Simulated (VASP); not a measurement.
# InGa2O: single point with PBE

The system is InGa2O.

```
In Ga O
1.0
     3.11111    0.00000    0.00000
     0.00000    3.11111    0.00000
     0.00000    0.00000    9.50759
In Ga O
1 2 1
Direct
  0.00000 0.00000 0.50000
  0.00000 0.00000 0.81217
  0.00000 0.00000 0.18783
  0.00000 0.00000 0.00000
```

```json
{
 "Program": "VASP 6.6.1",
 "Task": "single point",
 "Functional": "PBE",
 "Potentials or basis": "VASP PAW PBE potentials, release 64 (In_d, Ga_d, O)",
 "Cutoff": "520 eV",
 "k mesh": "14 × 14 × 6",
 "Occupations": "gaussian, width 0.1 eV",
 "Spin": "no spin polarisation",
 "Dipole correction": "no",
 "Further INCAR settings": "ALGO = Normal; EDIFF = 1e-06; NBANDS = 30"
}
```

The pressure is 0.0 GPa and the largest force is 0.018 eV/Å.

Forces on the atoms (eV/Å):
```
In   0.000  0.000  0.000
Ga   0.000  0.000 -0.018
Ga   0.000  0.000  0.018
O    0.000  0.000  0.000
```

Stress tensor (GPa, compression positive):
```
-0.07  0.00  0.00
 0.00 -0.07  0.00
 0.00  0.00  0.09
```

Levels at points of the mesh, in eV from the Fermi level:
```csv
k point,band 20,band 21,band 22,band 23,band 24,band 25
"(0.00, 0.00, 0.00)",-4.14,-1.86,-1.86,1.72,3.81,7.22
"(0.50, 0.00, 0.00)",-2.42,-2.28,-1.71,-1.67,-1.31,0.87
"(0.50, 0.50, 0.00)",-1.99,-0.32,0.14,0.14,0.90,0.90
"(0.00, 0.00, 0.50)",-2.25,-1.86,-1.86,-0.01,6.29,6.36
"(0.50, 0.00, 0.50)",-3.86,-2.65,-1.67,-0.31,-0.12,0.03
"(0.50, 0.50, 0.50)",-1.58,-1.18,-0.17,-0.17,1.94,1.94
```

Run time: 2.9 min on 1 thread of Intel(R) Xeon(R) 6975P-C (Granite Rapids), with other jobs on the host, peak memory 0.46 GiB.

Caveat: spin-orbit coupling is left out, which moves the levels of the heavy elements; an odd number of electrons without spin polarisation forces a metal; a magnetic or distorted state may lie lower.
